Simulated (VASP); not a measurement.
BN (e600):

```
B N
1.0
     2.51515    0.00000    0.00000
    -1.25758    2.17819    0.00000
     0.00000    0.00000    4.16063
B N
2 2
Direct
  0.33333 0.66667 0.99987
  0.66667 0.33333 0.49987
  0.33333 0.66667 0.37413
  0.66667 0.33333 0.87413
```

This cell differs from its parent crystal: strained cell.

Base run:

| Quantity | Value |
| --- | --- |
| Program | VASP 6.6.1 |
| Functional | PBEsol |
| Potentials or basis | VASP PAW PBE potentials, release 64 (B, N) |
| Cutoff | 520 eV |
| k mesh | 9 × 9 × 6 |
| Occupations | gaussian, width 0.02 eV |
| Spin | no spin polarisation |

Its results: band gap on the k mesh 4.88 eV, indirect (least direct gap 8.35 eV); pressure 13.2 GPa.

Q: The run is repeated on the same cell with these changes: potentials or basis from VASP PAW PBE potentials, release 64 (B, N) to VASP PAW PBE potentials, release 64 (B_h, N_h); cutoff from 520 eV to 910 eV; further incar settings from ALGO = Normal; EDIFF = 1e-07; NBANDS = 16 to ALGO = Normal; EDIFF = 1e-06; NBANDS = 16. What comes out?

A: Band gap on the k mesh 4.88 eV, indirect (least direct gap 8.36 eV); pressure 12.3 GPa.

Caveats: the PAW data sets were made with another functional, which shifts forces and pressure a little; the cutoff is under 1.25 times the usual one of these potentials, so pressure, stress and relaxed cells hold a basis-set (Pulay) error (some runs).

A k mesh can miss the band edges.
